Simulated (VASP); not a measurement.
Wanted: the native input for a VASP 6.6.1 run.

```
Task                   : single point
Functional             : LDA
Potentials or basis    : VASP PAW LDA potentials, release 64 (Mg, Sb)
Cutoff                 : 520 eV
k mesh                 : 6 × 6 × 3
Occupations            : fermi-dirac, width 0.05 eV
Spin                   : no spin polarisation
Dipole correction      : no
Further INCAR settings : ALGO = Normal; EDIFF = 1e-06; NBANDS = 18
```

The structure of Mg2Sb3 lies in POSCAR:

```
Mg2Sb3
1.0
    4.6953600000      0.0000000000      0.0000000000
   -2.3476800000      4.0663000000      0.0000000000
    0.0000000000      0.0000000000      7.4903300000
Mg Sb
2 3
Direct
    0.3333333333      0.6666666667      0.1648300000
    0.6666666667      0.3333333333      0.8351700000
    0.3333333333      0.6666666667      0.5802700000
    0.6666666667      0.3333333333      0.4197300000
    0.0000000000      0.0000000000      0.0000000000
```

These files were run (other wordings do the same):

INCAR

```
PREC = Accurate
ENCUT = 520
EDIFF = 1E-6
ISMEAR = -1
SIGMA = 0.05
LREAL = False
LASPH = True
NELM = 80
ALGO = Normal
ISIF = 2
LWAVE = False
LCHARG = False
NBANDS = 18
```

KPOINTS

```
regular mesh
0
Gamma
  6 6 3
```

Potentials or basis: VASP PAW LDA potentials, release 64 (Mg, Sb).

Launch:

```console
$ cat potpaw_LDA.64/Mg/POTCAR potpaw_LDA.64/Sb/POTCAR > POTCAR
$ mpirun -np 1 vasp_std > vasp.out
```

It gave:

| Item | Value |
| --- | --- |
| Pressure | -2.8 GPa |
| Largest force | 0.077 eV/Å |

Run time: 43 s on 1 thread of AMD EPYC 9R45 (Zen 5) (shared host), peak memory 0.18 GiB.
